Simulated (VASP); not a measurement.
# Be3CdS2 (Cmmm) in VASP: further runs, part 2 of 3

VASP 6.6.1.

**3. Single point, PBE**

This run uses another cell than the first one, of 15.58 Å³/atom.

INCAR

```
PREC = Accurate
ENCUT = 600
EDIFF = 1E-6
ISMEAR = 0
SIGMA = 0.1
LREAL = False
LASPH = True
NELM = 120
ALGO = Normal
ISIF = 2
LWAVE = False
LCHARG = False
GGA = PE
NBANDS = 24
GGA_COMPAT = False
```

KPOINTS

```
regular mesh
0
Gamma
  4 4 6
```

POSCAR

```
Be3CdS2
1.0
    2.6645564661     -5.3494477350      0.0000000000
    2.6645564661      5.3494477350      0.0000000000
    0.0000000000      0.0000000000      3.2789934054
Be Cd S
3 1 2
Direct
    0.1779356750      0.8220643250      0.5000000000
    0.8220643250      0.1779356750      0.5000000000
    0.5000000000      0.5000000000      0.0000000000
    0.0000000000      0.0000000000      0.0000000000
    0.6352854231      0.3647145769      0.5000000000
    0.3647145769      0.6352854231      0.5000000000
```

Potentials or basis: VASP PAW PBE potentials, release 64 (Be, Cd, S).

Run with:

```bash
$ cat potpaw_PBE.64/Be/POTCAR potpaw_PBE.64/Cd/POTCAR potpaw_PBE.64/S/POTCAR > POTCAR
$ mpirun -np 1 vasp_std > vasp.out
```

OUTCAR:

```text
PREC = Accurate
   ENCUT = 600
   EDIFF = 1E-6
   ISMEAR = 0
   LREAL = False
   LASPH = True
   NELM = 120
   ISIF = 2
   GGA = PE

 ion  position               nearest neighbor table
   1  0.178  0.822  0.500-   6 2.00   4 2.51   4 2.51
   2  0.822  0.178  0.500-   5 2.00   4 2.51   4 2.51
   3  0.500  0.500  0.000-   5 2.19   6 2.19   5 2.19   6 2.19   4 2.66   4 2.66
   4  0.000  0.000  0.000-   1 2.51   2 2.51   1 2.51   2 2.51   3 2.66   3 2.66
   5  0.635  0.365  0.500-   2 2.00   3 2.19   3 2.19
   6  0.365  0.635  0.500-   1 2.00   3 2.19   3 2.19

  LATTYP: Found a base centered orthorhombic cell.
 ALAT       =     5.3291129322
 B/A-ratio  =     2.0076315901
 C/A-ratio  =     0.6152981645

  Lattice vectors:

 A1 = (   2.6645564661,  -5.3494477350,   0.0000000000)
 A2 = (   2.6645564661,   5.3494477350,   0.0000000000)
 A3 = (   0.0000000000,   0.0000000000,   3.2789934054)

Analysis of symmetry for initial positions (statically):
=====================================================================
 Subroutine PRICEL returns:
 Original cell was already a primitive cell.

 Routine SETGRP: Setting up the symmetry group for a
 base centered orthorhombic supercell.

 Subroutine GETGRP returns: Found  8 space group operations
 (whereof  8 operations were pure point group operations)
 out of a pool of  8 trial point group operations.

The static configuration has the point symmetry D_2h.

Analysis of symmetry for dynamics (positions and initial velocities):
=====================================================================
 Subroutine PRICEL returns:
 Original cell was already a primitive cell.

 Routine SETGRP: Setting up the symmetry group for a
 base centered orthorhombic supercell.

 Subroutine GETGRP returns: Found  8 space group operations
 (whereof  8 operations were pure point group operations)
 out of a pool of  8 trial point group operations.

The dynamic configuration has the point symmetry D_2h.

 Subroutine INISYM returns: Found  8 space group operations
 (whereof  8 operations are pure point group operations),
 and found     1 'primitive' translations

----------------------------------------------------------------------------------------

                                     Primitive cell

  volume of cell :      93.4769

  direct lattice vectors                    reciprocal lattice vectors
     2.664556466 -5.349447735  0.000000000     0.187648491 -0.093467592  0.000000000
     2.664556466  5.349447735  0.000000000     0.187648491  0.093467592  0.000000000
     0.000000000  0.000000000  3.278993405     0.000000000  0.000000000  0.304971641

  length of vectors
     5.976324308  5.976324308  3.278993405     0.209638133  0.209638133  0.304971641

  position of ions in fractional coordinates (direct lattice)
     0.177935675  0.822064325  0.500000000
     0.822064325  0.177935675  0.500000000
     0.500000000  0.500000000  0.000000000
     0.000000000  0.000000000  0.000000000
     0.635285423  0.364714577  0.500000000
     0.364714577  0.635285423  0.500000000

  ion indices of the primitive-cell ions
   primitive index   ion index
                 1           1
                 2           2
[... 32 lines left out ...]
            Coordinates               Weight
  0.000000  0.000000  0.000000      1.000000
  0.250000 -0.000000  0.000000      4.000000
  0.500000 -0.000000  0.000000      2.000000
  0.250000  0.250000  0.000000      2.000000
  0.500000  0.250000  0.000000      4.000000
 -0.250000  0.250000  0.000000      2.000000
[... 16 lines left out ...]
  0.250000 -0.000000  0.500000      4.000000
  0.500000 -0.000000  0.500000      2.000000
 [... further k-points ...]
   k-points           NKPTS =     28   k-points in BZ     NKDIM =     28   number of bands    NBANDS=     24
   number of dos      NEDOS =    301   number of ions     NIONS =      6
   total plane-waves  NPLWV =  64512
   dimension x,y,z NGX =    48 NGY =   48 NGZ =   28
   dimension x,y,z NGXF=    96 NGYF=   96 NGZF=   56
   ions per type =               3   1   2
   NGX,Y,Z   is equivalent  to a cutoff of  13.35, 13.35, 14.20 a.u.
   NGXF,Y,Z  is equivalent  to a cutoff of  26.70, 26.70, 28.39 a.u.
 SYSTEM =  unknown system
   PREC   = accura    normal or accurate (medium, high low for compatibility)
   ISTART =      0    job   : 0-new  1-cont  2-samecut
   ICHARG =      2    charge: 1-file 2-atom 10-const
   ISPIN  =      1    spin polarized calculation?
   LNONCOLLINEAR =      F non collinear calculations
   LSORBIT =      F    spin-orbit coupling
   LASPH  =      T    aspherical Exc in radial PAW
   ENCUT  =  600.0 eV  44.10 Ry    6.64 a.u.  11.94 11.94  6.55*2*pi/ulx,y,z
   NELM   =    120;   NELMIN=  2; NELMDL= -5     # of ELM steps
   EDIFF  = 0.1E-05   stopping-criterion for ELM
   LREAL  =      F    real-space projection
   EDIFFG = 0.1E-04   stopping-criterion for IOM
   NSW    =      0    number of steps for IOM
   IBRION =     -1    ionic relax: 0-MD 1-quasi-New 2-CG
   NFREE  =      0    steps in history (QN), initial steepest desc. (CG)
   ISIF   =      2    stress and relaxation
   ISYM   =      2    0-nonsym 1-usesym 2-fastsym
   POTIM  = 0.5000    time-step for ionic-motion
   TEBEG  =    0.0;   TEEND  =   0.0 temperature during run
   PSTRESS=    0.0 pullay stress
   NELECT =      30.0000    total number of electrons
   NUPDOWN=      -1.0000    fix difference up-down
   EMIN   =  10.00;   EMAX   =-10.00  energy-range for DOS
   EFERMI =   0.00;   METHOD = LEGACY
   ISMEAR =     0;   SIGMA  =   0.10  broadening in eV -4-tet -1-fermi 0-gaus
   EFERMI_NEDOS =   21; number of points for ismear=-14 and -15
   IALGO  =     38    algorithm
   IMIX   =      4    mixing-type and parameters
     AMIX     =   0.40;   BMIX     =  1.00
     AMIX_MAG =   1.60;   BMIX_MAG =  1.00
  volume/ion in A,a.u.               =      15.58       105.14
  Fermi-wavevector in a.u.,A,eV,Ry     =   1.120849  2.118097 17.093033  1.256302
  Thomas-Fermi vector in A             =   2.257498
   LORBIT       =      0    0 simple, 1 ext, 2 COOP (PROOUT), +10 PAW based schemes
   GGA     = PE    functional components
   LHFCALC =     F    Hartree Fock is set to
   AEXX    =    0.0000 exact exchange contribution
   IVDW    =     0    specifies the selected vdW correction
   LEPSILON=     F    determine dielectric tensor
   LRPA    =     F    only Hartree local field effects (RPA)
 non-spin polarized calculation
 Gauss-broadening in eV      SIGMA  =   0.10
  energy-cutoff  :      600.00
  volume of cell :       93.48
 maximum number of plane-waves:      3137
   NGX = 23   NGY = 23   NGZ = 13

 number of electron      30.0000005 magnetization

 Free energy of the ion-electron system (eV)
  ---------------------------------------------------
  ext. energy  EPLUGINS =         0.00000000
  ---------------------------------------------------
  free energy    TOTEN  =       -19.92533313 eV

  energy without entropy =      -19.90912170  energy(sigma->0) =      -19.91722742

 E-fermi :   4.4606     XC(G=0):  -9.9219

 val. band max:        4.4442808419   @ k =  -0.2500   0.2500   0.5000
 cond. band min:       4.4819558414   @ k =   0.5000   0.5000   0.3333
 fundamental gap:      0.0376749995
 Fermi energy:         4.4605583284

 k-point     1 :       0.0000    0.0000    0.0000
  band No.  band energies     occupation
      1     -10.1925      2.00000
      2      -8.6717      2.00000
      3      -4.7210      2.00000
      4      -4.4572      2.00000
      5      -4.3223      2.00000
      6      -4.1962      2.00000
[... 637 lines left out ...]
     23      10.5935      0.00000
     24      10.9080      0.00000

 [... further k-points ...]

------------------------ aborting loop because EDIFF is reached ----------------------------------------

  FORCE on cell =-STRESS in cart. coord.  units (eV):
  Direction    XX          YY          ZZ          XY          YZ          ZX
  --------------------------------------------------------------------------------------
  -------------------------------------------------------------------------------------
  Total        0.2383190      0.1754067     -0.0480739      0.0000000      0.0000000      0.0000000
  in kB        4.0847438      3.0064385     -0.8239782      0.0000000      0.0000000      0.0000000
  external PRESSURE =       2.0890681 kB  Pullay stress =       0.0000000 kB

 VOLUME and BASIS-vectors are now :
 -----------------------------------------------------------------------------
  energy-cutoff  :      600.00
  volume of cell :       93.48
      direct lattice vectors                 reciprocal lattice vectors
     2.664556466 -5.349447735  0.000000000     0.187648491 -0.093467592  0.000000000
     2.664556466  5.349447735  0.000000000     0.187648491  0.093467592  0.000000000
     0.000000000  0.000000000  3.278993405     0.000000000  0.000000000  0.304971641

 POSITION                                       TOTAL-FORCE (eV/Angst)
 -----------------------------------------------------------------------------------
      2.66456      3.44573      1.63950        -0.000000     -0.013382      0.000000
      2.66456     -3.44573      1.63950        -0.000000      0.013382      0.000000
      2.66456      0.00000      0.00000        -0.000000     -0.000000      0.000000
      0.00000      0.00000      0.00000         0.000000      0.000000      0.000000
      2.66456     -1.44740      1.63950        -0.000000      0.005176      0.000000
      2.66456      1.44740      1.63950        -0.000000     -0.005176     -0.000000
 -----------------------------------------------------------------------------------
    total drift:                                0.000000      0.000000     -0.000000

  FREE ENERGIE OF THE ION-ELECTRON SYSTEM (eV)
  ---------------------------------------------------
  free  energy   TOTEN  =       -19.9253331310 eV

  energy  without entropy=      -19.9091217045  energy(sigma->0) =      -19.91722742
```

It took 100 s on 1 thread of Intel Xeon Platinum 8488C (Sapphire Rapids), shared host; peak memory 0.28 GiB.

Results:

| Item | Value |
| --- | --- |
| Free energy | -19.9253 eV |
| Pressure | 0.2 GPa |
| Largest force | 0.013 eV/Å |
| Band gap on the k mesh | zero (bands 15 and 16 overlap by 1.20 eV) |

Forces in eV/Å, atoms in the order of the input:
```
Be   0.000 -0.013  0.000
Be   0.000  0.013  0.000
Be   0.000  0.000  0.000
Cd   0.000  0.000  0.000
S    0.000  0.005  0.000
S    0.000 -0.005  0.000
```

Stress tensor (GPa, compression positive):
```
 0.41  0.00  0.00
 0.00  0.30  0.00
 0.00  0.00 -0.08
```

**4. Relaxation of cell and atoms, PBE**

INCAR

```
  PREC = Accurate
  ENCUT = 600
  EDIFF = 1E-7
  ISMEAR = 0
  SIGMA = 0.1
  LREAL = False
  LASPH = True
  NELM = 120
  ALGO = Normal
  ISIF = 3
  LWAVE = False
  LCHARG = False
  GGA = PE
  IBRION = 2
  NSW = 90
  EDIFFG = -0.04
  GGA_COMPAT = False
  NELMIN = 4
```

KPOINTS is that of step 3.

POSCAR

```
Be3CdS2
1.0
    2.3535603900     -4.9793801100      0.0000000000
    2.3535603900      4.9793801100      0.0000000000
    0.0000000000      0.0000000000      3.7064405700
Be Cd S
3 1 2
Direct
    0.1453886600      0.8546113400      0.5000000000
    0.8546113400      0.1453886600      0.5000000000
    0.5000000000      0.5000000000      0.0000000000
    0.0000000000      0.0000000000      0.0000000000
    0.6549724500      0.3450275500      0.5000000000
    0.3450275500      0.6549724500      0.5000000000
```

Run with:

```bash
$ cat potpaw_PBE.64/Be/POTCAR potpaw_PBE.64/Cd/POTCAR potpaw_PBE.64/S/POTCAR > POTCAR
$ mpirun -np 1 vasp_std > vasp.out
```

Wall time 17 min (1 thread of Intel Xeon Platinum 8488C (Sapphire Rapids), shared host); peak memory 0.29 GiB.

It converged, with:

```
Free energy                           : -19.9574 eV
Relaxed volume                        : 16.93 Å³/atom
Relaxed cell                          : a = 6.154 Å, b = 6.154 Å, c = 3.172 Å, α = 90.00°, β = 90.00°, γ = 122.28°
Space group after relaxing (to 0.1 Å) : Cmmm (No. 65)
Energy gained by relaxing             : 195.3 meV/atom
Ionic steps                           : 22
Pressure after relaxing               : 0.0 GPa
Largest force after relaxing          : 0.005 eV/Å
Band gap on the k mesh                : zero (bands 15 and 16 overlap by 0.60 eV)
```

Forces in eV/Å, atoms in the order of the input:
```
Be   0.000  0.005  0.000
Be   0.000 -0.005  0.000
Be   0.000  0.000  0.000
Cd   0.000  0.000  0.000
S    0.000  0.000  0.000
S    0.000  0.000  0.000
```

Stress tensor (GPa, compression positive):
```
-0.01  0.00  0.00
 0.00  0.11  0.00
 0.00  0.00 -0.04
```

Step by step:
| step | energy change (eV) | largest force (eV/Å) | pressure (GPa) | volume (Å³) |
| --- | --- | --- | --- | --- |
| 1 | 0.0000 | 1.4231 | 6.01 | 86.87 |
| 2 | -0.3832 | 0.9442 | -0.89 | 93.81 |
| 3 | -0.4111 | 1.1310 | -2.94 | 96.94 |
| 4 | -0.6631 | 0.9339 | -1.54 | 96.15 |
| 5 | -0.7829 | 0.5590 | 1.22 | 95.08 |
| 6 | -0.9786 | 0.3719 | 0.29 | 96.73 |
| 7 | -1.0493 | 0.8889 | -0.07 | 97.89 |
| 8 | -0.9724 | 1.8465 | -0.06 | 99.83 |
| 9 | -1.0598 | 1.0948 | -0.06 | 98.28 |
| 10 | -1.1281 | 0.2361 | -1.41 | 99.38 |
| 11 | -1.1430 | 0.3117 | -1.12 | 99.11 |
| 12 | -1.1595 | 0.1217 | 0.68 | 97.64 |
| 13 | -1.1604 | 0.1219 | 0.35 | 97.90 |
| 14 | -1.1647 | 0.0444 | 0.43 | 98.33 |
| 15 | -1.1647 | 0.0573 | 0.44 | 98.39 |
| 16 | -1.1665 | 0.0090 | 0.03 | 99.21 |
| 17 | -1.1667 | 0.0224 | -0.19 | 99.66 |
| 18 | -1.1684 | 0.0350 | -0.14 | 100.02 |
| 19 | -1.1711 | 0.0868 | 0.01 | 101.10 |
| 20 | -1.1712 | 0.0969 | 0.04 | 101.33 |
| 21 | -1.1714 | 0.0761 | 0.00 | 101.72 |
| 22 | -1.1717 | 0.0055 | 0.02 | 101.55 |

Final structure:
```
Be Cd S
1.0
     2.97034   -5.38971    0.00000
     2.97034    5.38971    0.00000
     0.00000    0.00000    3.17168
Be Cd S
3 1 2
Cartesian
  2.9703 3.4109 1.5858
  2.9703 -3.4109 1.5858
  2.9703 0.0000 3.1717
  2.9703 -5.3897 3.1717
  2.9703 -1.4455 1.5858
  2.9703 1.4455 1.5858
```

Levels at points of the mesh, in eV from the Fermi level:
| k point | band 13 | band 14 | band 15 | band 16 | band 17 | band 18 |
| --- | --- | --- | --- | --- | --- | --- |
| (0.00, 0.00, 0.00) | -1.89 | -1.19 | -0.12 | 2.51 | 4.11 | 5.10 |
| (0.50, 0.00, 0.00) | -1.79 | -0.29 | -0.25 | 0.83 | 1.92 | 4.18 |
| (0.50, 0.50, 0.00) | -1.74 | -1.59 | -0.38 | 1.13 | 3.18 | 4.27 |
| (0.00, 0.00, 0.50) | -2.17 | -1.84 | -1.07 | 0.09 | 0.84 | 1.40 |
| (0.50, 0.00, 0.50) | -2.26 | -2.07 | -0.60 | -0.19 | 2.92 | 3.36 |
| (0.50, 0.50, 0.50) | -1.80 | -1.72 | -1.30 | 0.13 | 0.55 | 2.57 |

Caveat: the k points lie up to 0.33 Å⁻¹ apart in the final cell, too coarse for converged energies and pressures of a metal; the volume moved by over 15 % at a fixed basis, so the end points are rough; semilocal functionals underestimate gaps, and a narrow one can read as zero.

(Continued in part 3 of 3.)

The gap in the log of VASP goes by the Fermi energy; the results here count the filled bands.